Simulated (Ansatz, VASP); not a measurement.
One calculation of MgCdO, two programs

```
CELL_PARAMETERS angstrom
4.01630 0.00000 0.00000
0.00000 4.01630 0.00000
0.00000 0.00000 7.25096
ATOMIC_POSITIONS crystal
Mg 0.00000 0.50000 0.98141
Mg 0.50000 0.00000 0.01859
Cd 0.00000 0.50000 0.45046
Cd 0.50000 0.00000 0.54954
O 0.00000 0.00000 0.00000
O 0.50000 0.50000 0.00000
```

Change from the starting cell: species swapped into the DyClO type (P4/nmm, No. 129).

Alike in both runs: task relaxation of cell and atoms; functional PBE; k mesh 10 × 10 × 6; occupations gaussian, width 0.1 eV; no spin polarisation.

|  | VASP | Ansatz |
| --- | --- | --- |
| version | VASP 6.6.1 | Ansatz 0.2.0 |
| potentials or method | VASP PAW PBE potentials, release 64 (Mg, Cd, O), cutoff 600 eV | scalar-relativistic, plane waves, PAW |
| valence electrons in the cell | 40 | 72 |

|  | VASP | Ansatz | Ansatz less VASP |
| --- | --- | --- | --- |
| gap on the k mesh at the Fermi level, each at its own relaxed structure (eV) | none | none | - |
| relaxed volume (Å³/atom) | 19.89 | 20.16 | +0.270 |
| relaxed cell length with the largest relative difference (Å) | 7.422 | 7.494 | +0.0723 |

A gap of «none» marks a metal or a gap that the smearing closes. VASP's potentials hold 40 valence electrons a cell and Ansatz's 72, so a difference there can come from the potentials and not from the codes.
